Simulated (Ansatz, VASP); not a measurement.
Two plane-wave programs on BeMo

```xyz
4
Lattice="3.4093 0.0000 0.0000 -1.7047 2.9526 0.0000 0.0000 0.0000 4.8821" Properties=species:S:1:pos:R:3 pbc="T T T"
Be    0.0000    0.0000    1.8308
Be    0.0000    0.0000    4.2718
Mo    1.7047    0.9842    0.6103
Mo    0.0000    1.9684    3.0513
```

Alike in both runs: functional PBE; k mesh 6 × 6 × 6; occupations gaussian, width 0.1 eV; no spin polarisation.

Ansatz relaxed the structure, and its values are those at the end. VASP's run is a single point on that final structure, the one shown.

|  | VASP | Ansatz |
| --- | --- | --- |
| version | VASP 6.6.1 | Ansatz 0.2.0 |
| potentials or method | VASP PAW PBE potentials, release 64 (Be, Mo_sv), cutoff 520 eV | scalar-relativistic, plane waves, PAW |
| valence electrons in the cell | 32 | 32 |

VASP gave:

```
gap on the k mesh at the Fermi level (eV) : none
pressure (GPa)                            : 0.3
```

Task: Estimate Ansatz's values.

Result: gap on the k mesh at the Fermi level (eV): none; pressure (GPa): 0.1.

A gap of «none» marks a metal or a gap that the smearing closes.
